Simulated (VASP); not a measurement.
Runs of VASP 6.6.1 on GaN (zincblende type). The structure is that of space group F-43m (No. 216), or close to it. The cells are those of the table. 

| task | cell | cutoff (eV) | gap on the mesh (eV) | pressure (GPa) |
| --- | --- | --- | --- | --- |
| single point | a = 2.924 Å, angles 60.0°, 2 atoms | 520 | 3.37 | 90.4 |
| relaxation of cell and atoms | relaxed to 91 GPa from a = 2.883 Å, angles 60.0°, 2 atoms | 600 | 3.37 | 91.0 |
| relaxation of cell and atoms | relaxed to 91 GPa from a = 2.925 Å, angles 60.0°, 2 atoms | 600 | 3.37 | 90.9 |
| single point | a = 2.925 Å, angles 60.0°, 2 atoms | 520 | (a) | 90.2 |

Alike in all rows: level PBE; potentials or basis VASP PAW PBE potentials, release 64 (Ga_d, N); no spin polarisation; k mesh 17 × 17 × 17; smearing fermi-dirac 0.1 eV.

Estimate the missing entries.

(a) 3.36.

Caveats: the cell is relaxed towards a set pressure, so the enthalpy falls and the energy may rise (some runs).

A k mesh can miss the band edges, and the runs leave out spin-orbit coupling on Ga.
